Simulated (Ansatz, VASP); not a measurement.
**Be2Si in VASP and in Ansatz**

```
CELL_PARAMETERS angstrom
-1.63541 1.63541 5.68628
1.63541 -1.63541 5.68628
1.63541 1.63541 -5.68628
ATOMIC_POSITIONS crystal
Be 0.41650 0.41650 0.00000
Be 0.16650 0.66650 0.50000
Be 0.33350 0.83350 0.50000
Be 0.58350 0.58350 0.00000
Si 0.00000 0.00000 0.00000
Si 0.75000 0.25000 0.50000
```

Alike in both runs: task relaxation of cell and atoms; functional PBE; k mesh 8 × 8 × 8; occupations gaussian, width 0.1 eV; no spin polarisation.

|  | VASP | Ansatz |
| --- | --- | --- |
| version | VASP 6.6.1 | Ansatz 0.2.0 |
| potentials or method | VASP PAW PBE potentials, release 64 (Be, Si), cutoff 600 eV | scalar-relativistic, plane waves, PAW |
| valence electrons in the cell | 16 | 16 |

|  | VASP | Ansatz | Ansatz less VASP |
| --- | --- | --- | --- |
| gap on the k mesh at the Fermi level, each at its own relaxed structure (eV) | none | none | - |
| relaxed volume (Å³/atom) | 11.23 | 11.21 | -0.016 |
| relaxed cell length with the largest relative difference (Å) | 6.348 | 6.248 | -0.0999 |

A gap of «none» marks a metal or a gap that the smearing closes.
